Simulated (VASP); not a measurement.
# Na (Fd-3m) in VASP: a series of runs, part 2 of 2

VASP 6.6.1.

## 4. Relaxation of cell and atoms, PBE, target pressure 30 GPa, at which the enthalpy is minimised

Input file INCAR:

```
SYSTEM = Na
PREC = Accurate
ENCUT = 600
EDIFF = 1E-7
ISMEAR = -1
SIGMA = 0.1
LREAL = .FALSE.
LASPH = .TRUE.
NELM = 100
ALGO = Normal
ISIF = 3
LWAVE = .FALSE.
LCHARG = .FALSE.
GGA = PE
IBRION = 2
NSW = 60
EDIFFG = -0.02
PSTRESS = 300.0
```

Input file KPOINTS:

```
Automatic mesh
0
G
  5 5 5
  0 0 0
```

Input file POSCAR:

```
Na
1.0
    0.0000000000      3.7100000000      3.7100000000
    3.7100000000      0.0000000000      3.7100000000
    3.7100000000      3.7100000000      0.0000000000
Na
2
Direct
    0.0000000000      0.0000000000      0.0000000000
    0.2500000000      0.2500000000      0.2500000000
```

Potentials or basis: VASP PAW PBE potentials, release 64 (Na_pv).

Command:

```
$ cat potpaw_PBE.64/Na_pv/POTCAR > POTCAR
$ mpirun -np 1 vasp_std > vasp.out
```

OUTCAR:

```text
SYSTEM = Na
   PREC = Accurate
   ENCUT = 600
   EDIFF = 1E-7
   ISMEAR = -1
   LREAL = .FALSE.
   LASPH = .TRUE.
   NELM = 100
   ISIF = 3
   GGA = PE
   IBRION = 2
   NSW = 60
   EDIFFG = -0.02
   PSTRESS = 300.0

 ion  position               nearest neighbor table
   1  0.000  0.000  0.000-
   2  0.250  0.250  0.250-

  LATTYP: Found a face centered cubic cell.
 ALAT       =     7.4200000000

  Lattice vectors:

 A1 = (   0.0000000000,   3.7100000000,   3.7100000000)
 A2 = (   3.7100000000,   0.0000000000,   3.7100000000)
 A3 = (   3.7100000000,   3.7100000000,   0.0000000000)

Analysis of symmetry for initial positions (statically):
=====================================================================
[... 146 lines left out ...]
 maximum number of plane-waves:      3479
 NGX is ok and might be reduce to    42
   NGX = 21   NGY = 21   NGZ = 21

--------------------------------------- Ionic step        1  -------------------------------------------

 number of electron      14.0000007 magnetization

 Free energy of the ion-electron system (eV)
  ---------------------------------------------------
  ext. energy  EPLUGINS =         0.00000000
  ---------------------------------------------------
  free energy    TOTEN  =        -1.95758941 eV

  energy without entropy =       -1.91490310  energy(sigma->0) =       -1.93624626

 E-fermi :  -0.4605     XC(G=0):  -5.6468

 val. band max:       -0.9699939179   @ k =  -0.4000   0.4000   0.2000
 cond. band min:      -0.4119109977   @ k =  -0.4000   0.2000   0.0000
 fundamental gap:      0.5580829202
 Fermi energy:        -0.4604889885
[... 583 lines left out ...]
--------------------------------------- Ionic step        5  -------------------------------------------

 number of electron      14.0000000 magnetization

 Free energy of the ion-electron system (eV)
  ---------------------------------------------------
  ext. energy  EPLUGINS =         0.00000000
  ---------------------------------------------------
  free energy    TOTEN  =         0.77593531 eV

  energy without entropy =        0.81022931  energy(sigma->0) =        0.79308231

 E-fermi :   4.6002     XC(G=0):  -9.1263

 val. band max:        4.5541354426   @ k =  -0.4000   0.4000   0.0000
 cond. band min:       4.7625882687   @ k =  -0.4000   0.2000   0.0000
 fundamental gap:      0.2084528261
 Fermi energy:         4.6002104366
[... 171 lines left out ...]
  energy  without entropy=        0.8102293116  energy(sigma->0) =        0.79308231

  enthalpy is  TOTEN    =         6.8984694175 eV   P V=        6.1225341074

 reached required accuracy - stopping structural energy minimisation
```

OSZICAR:

```text
N       E                     dE             d eps       ncg     rms          rms(c)
DAV:   1     0.867654790710E+02    0.86765E+02   -0.78796E+03   220   0.123E+03
DAV:   2     0.109697332650E+01   -0.85669E+02   -0.85433E+02   220   0.295E+02
DAV:   3    -0.191307519455E+01   -0.30100E+01   -0.30060E+01   262   0.719E+01
[... 46 lines left out ...]
DAV:   3     0.772704869443E+00    0.48295E-01   -0.63344E-02   264   0.587E+00    0.170E-01
DAV:   4     0.775904625048E+00    0.31998E-02   -0.36654E-03   250   0.143E+00    0.143E-02
DAV:   5     0.775933737248E+00    0.29112E-04   -0.71879E-05   305   0.164E-01    0.442E-03
DAV:   6     0.775935323293E+00    0.15860E-05   -0.18340E-06   229   0.285E-02    0.114E-03
DAV:   7     0.775935310085E+00   -0.13208E-07   -0.27748E-08   137   0.299E-03
   5 F= 0.68984694E+01 E0= 0.69156164E+01  d E =-.102672E+02
```

CONTCAR:

```text
Na
   1.00000000000000
    -0.0000000000000000    2.5380305678157837    2.5380305678157837
     2.5380305678157837    0.0000000000000000    2.5380305678157837
     2.5380305678157837    2.5380305678157837   -0.0000000000000000
  Na
     2
Direct
     0.0000000000000000    0.0000000000000000    0.0000000000000000
     0.2500000000000000    0.2500000000000000    0.2500000000000000

  0.00000000E+00  0.00000000E+00  0.00000000E+00
  0.00000000E+00  0.00000000E+00  0.00000000E+00
```

Run time: 2 min. Hardware: 1 thread of AMD EPYC 7R13, shared host; peak memory 0.23 GiB.

Results:

| Property | Result |
| --- | --- |
| Free energy | 0.7759 eV |
| Relaxed volume | 16.35 Å³/atom |
| Relaxed cell | a = 3.589 Å, b = 3.589 Å, c = 3.589 Å, α = 60.00°, β = 60.00°, γ = 60.00° |
| Space group after relaxing (to 0.1 Å) | Fd-3m (No. 227) |
| Energy change on relaxing (the run minimises the enthalpy) | +1366.8 meV/atom |
| Ionic steps | 5 |
| Pressure after relaxing | 30.0 GPa |

The path:
| step | energy change (eV) | largest force (eV/Å) | pressure (GPa) | volume (Å³) |
| --- | --- | --- | --- | --- |
| 1 | 0.0000 | 0.0000 | 0.20 | 102.13 |
| 2 | 11.1377 | 0.0000 | 210.90 | 16.24 |
| 3 | 2.0914 | 0.0000 | 22.15 | 36.68 |
| 4 | 2.4359 | 0.0000 | 26.27 | 34.40 |
| 5 | 2.7335 | 0.0000 | 30.01 | 32.70 |

Final structure:
```xyz
2
Lattice="0.0000 2.5380 2.5380 2.5380 0.0000 2.5380 2.5380 2.5380 0.0000" Properties=species:S:1:pos:R:3 pbc="T T T"
Na    0.0000    0.0000    0.0000
Na    1.2690    1.2690    1.2690
```

Caveat: the cell is relaxed towards a set pressure, so the run minimises the enthalpy, not the energy; the volume moved by over 15 % at a fixed basis, so the end points are rough.

## 5. Overview

```csv
cell,gap on the mesh (eV),pressure (GPa)
relaxed,none,0.0
relaxed to 15 GPa,none,15.0
relaxed to 30 GPa,-,30.0
```

Alike in all rows: task relaxation of cell and atoms; level PBE; potentials or basis VASP PAW PBE potentials, release 64 (Na_pv); no spin polarisation; k mesh 5 × 5 × 5; cutoff (eV) 600; smearing fermi-dirac 0.1 eV.

Caveats: the cell is relaxed towards a set pressure, so the run minimises the enthalpy, not the energy (at least some runs); the volume moved by over 15 % at a fixed basis, so the end points are rough (at least some runs).

Absolute energies hang on the potentials; compare differences alone.

The gap in the log of VASP goes by the Fermi energy; the results here count the filled bands.